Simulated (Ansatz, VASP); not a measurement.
## HgTe in VASP and in Ansatz

```
Hg Te
1.0
     0.00000    2.98408    2.98408
     2.98408    0.00000    2.98408
     2.98408    2.98408    0.00000
Hg Te
1 1
Cartesian
  0.0000 0.0000 0.0000
  4.4761 4.4761 4.4761
```

Change from the starting cell: volume scaled by 0.8.

Alike in both runs: task single point; functional LDA; k mesh 7 × 7 × 7; occupations gaussian, width 0.1 eV; no spin polarisation.

```csv
,VASP,Ansatz
version,VASP 6.6.1,Ansatz 0.2.0
potentials or method,"VASP PAW LDA potentials, release 64 (Hg, Te), cutoff 520 eV","all-electron LAPW, scalar-relativistic"
```

Ansatz gave:

| Item | Value |
| --- | --- |
| gap on the k mesh at the Fermi level (eV) | none |
| pressure (GPa) | 19.2 |

Question: Estimate VASP's values.

Answer: gap on the k mesh at the Fermi level (eV): none; pressure (GPa): 19.9.

LDA's correlation is that of Perdew and Zunger in VASP and of Perdew and Wang (1992) in Ansatz. A gap of «none» marks a metal or a gap that the smearing closes. Ansatz ran all-electron here, and VASP with PAW potentials.

Spin-orbit coupling is off throughout.
